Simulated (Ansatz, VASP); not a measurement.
Two plane-wave programs on LiH3

```
Li H
1.0
     5.68230    0.00000    0.00000
    -2.84115    4.92102    0.00000
     0.00000    0.00000    2.64429
Li H
2 6
Cartesian
  0.0000 3.2807 1.9832
  2.8412 1.6403 0.6611
  1.3181 2.5197 0.6611
  -1.3181 2.5197 0.6611
  0.0000 4.8027 0.6611
  2.8412 0.1184 1.9832
  1.5231 2.4013 1.9832
  4.1592 2.4013 1.9832
```

Alike in both runs: functional PBE; k mesh 6 × 6 × 6; occupations gaussian, width 0.1 eV; no spin polarisation.

Ansatz relaxed the structure, and its values are those at the end. VASP's run is a single point on that final structure, the one shown.

```csv
,VASP,Ansatz
version,VASP 6.6.1,Ansatz 0.2.0
potentials or method,"VASP PAW PBE potentials, release 64 (Li_sv, H), cutoff 520 eV","scalar-relativistic, plane waves, PAW"
valence electrons in the cell,12,12
```

```tsv
	VASP	Ansatz	Ansatz less VASP
gap on the k mesh at the Fermi level (eV)	none	none	-
rms of the force components (eV/Å)	0.005	0.003	-0.0024
```

A gap of «none» marks a metal or a gap that the smearing closes. With one functional, cell and mesh, what is left measures potentials, basis and numerics.

The k mesh is coarse, so the values compare programs but aren't converged. Noted on VASP's run: the cutoff is short for stress, so the pressure is rough.
